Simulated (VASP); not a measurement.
Hg3P2, 5 atoms in the cell. Symmetry: Pmmm, No. 47, orthorhombic system. Conventional cell: a = 4.457 Å, b = 5.483 Å, c = 6.610 Å, α = 90.00°, β = 90.00°, γ = 90.00°. Hg (site symmetry mmm) has 2 P at 2.23 Å within 2.9 Å. Within 2.9 Å of Hg (site symmetry mmm) lie 2 Hg at 2.23 Å. Within 2.9 Å of Hg (site symmetry mmm) lie 2 Hg at 2.23 Å. P (site symmetry mmm) has 2 P at 2.74 Å and 4 Hg at 3.53 Å within 3.6 Å. Within 2.9 Å of P (site symmetry mmm) lie 2 Hg at 2.23 Å and 2 P at 2.74 Å. The cell was generated, and may not be a known phase.

* Program: VASP 6.6.1
* Task: relaxation of cell and atoms
* Functional: PBE
* Potentials or basis: VASP PAW PBE potentials, release 64 (Hg, P)
* Cutoff: 600 eV
* k mesh: 4 × 4 × 4
* Occupations: gaussian, width 0.1 eV
* Spin: no spin polarisation
* Dipole correction: no
* Further INCAR settings: ALGO = Normal; EDIFF = 1e-06; IBRION = 2; EDIFFG = -0.04; NSW = 90; ISIF = 3

Potentials or basis: VASP PAW PBE potentials, release 64 (Hg, P).

Launch:

```console
$ cat potpaw_PBE.64/Hg/POTCAR potpaw_PBE.64/P/POTCAR > POTCAR
$ mpirun -np 1 vasp_std > vasp.out
```

Hardware: 1 thread of Intel(R) Xeon(R) 6975P-C (Granite Rapids), on a shared host.

Question: Estimate the wall time of this run.

Answer: Wall time 10 min on 1 thread of Intel(R) Xeon(R) 6975P-C (Granite Rapids) (shared host), peak memory 0.38 GiB. Counts: scf iterations 147, k points 27, ion steps 15.
